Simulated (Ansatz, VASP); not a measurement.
## Two plane-wave programs on AlCu3

File INCAR:

```
ALGO = Normal
EDIFF = 1E-6
ENCUT = 520
GGA = PS
ISIF = 2
ISMEAR = 0
LASPH = True
LCHARG = False
LREAL = False
LWAVE = False
NBANDS = 26
NELM = 80
PREC = Accurate
SIGMA = 0.1
```

Contents of KPOINTS:

```
k-points
0
Gamma
  12 12 12
```

Contents of POSCAR:

```
AlCu3
1.0
    3.5577297953      0.0000000000      0.0000000000
    0.0000000000      3.5577297953      0.0000000000
    0.0000000000      0.0000000000      3.5577297953
Al Cu
1 3
Direct
    0.0000000000      0.0000000000      0.0000000000
    0.5000000000      0.5000000000      0.0000000000
    0.5000000000      0.0000000000      0.5000000000
    0.0000000000      0.5000000000      0.5000000000
```

Input for Ansatz:

```yaml
crystal:
  lattice:
    - [3.5577298045, 0.0, 0.0]
    - [0.0, 3.5577298045, 0.0]
    - [0.0, 0.0, 3.5577298045]
  atoms:
    - { symbol: Al, position: [0.0, 0.0, 0.0] }
    - { symbol: Cu, position: [0.5, 0.5, 0.0] }
    - { symbol: Cu, position: [0.5, 0.0, 0.5] }
    - { symbol: Cu, position: [0.0, 0.5, 0.5] }
basis:
  ecutwfc: 420
kpoints:
  mp_grid: { grid: [12, 12, 12] }
hamiltonian:
  xc: pbesol
scf:
  occupations: { method: gaussian, width: 0.1 }
output:
  forces: true
  stress: true
  eigenvalues: true
  write_density: true
  write_potential: true
  elf: true
  volumetric_format: npy
```

Alike in both runs: task single point; functional PBEsol; k mesh 12 × 12 × 12; occupations gaussian, width 0.1 eV; no spin polarisation.

```csv
,VASP,Ansatz
version,VASP 6.6.1,Ansatz 0.2.0
potentials or method,"VASP PAW PBE potentials, release 64 (Al, Cu), cutoff 520 eV","scalar-relativistic, plane waves, PAW"
valence electrons in the cell,36,60
```

|  | VASP | Ansatz | Ansatz less VASP |
| --- | --- | --- | --- |
| gap on the k mesh at the Fermi level (eV) | none | none | - |
| pressure (GPa) | 11.4 | 10.9 | -0.46 |

VASP's potentials were made for PBE, not for PBEsol. A gap of «none» marks a metal or a gap that the smearing closes. VASP's potentials hold 36 valence electrons a cell and Ansatz's 60, so a difference there can come from the potentials and not from the codes.
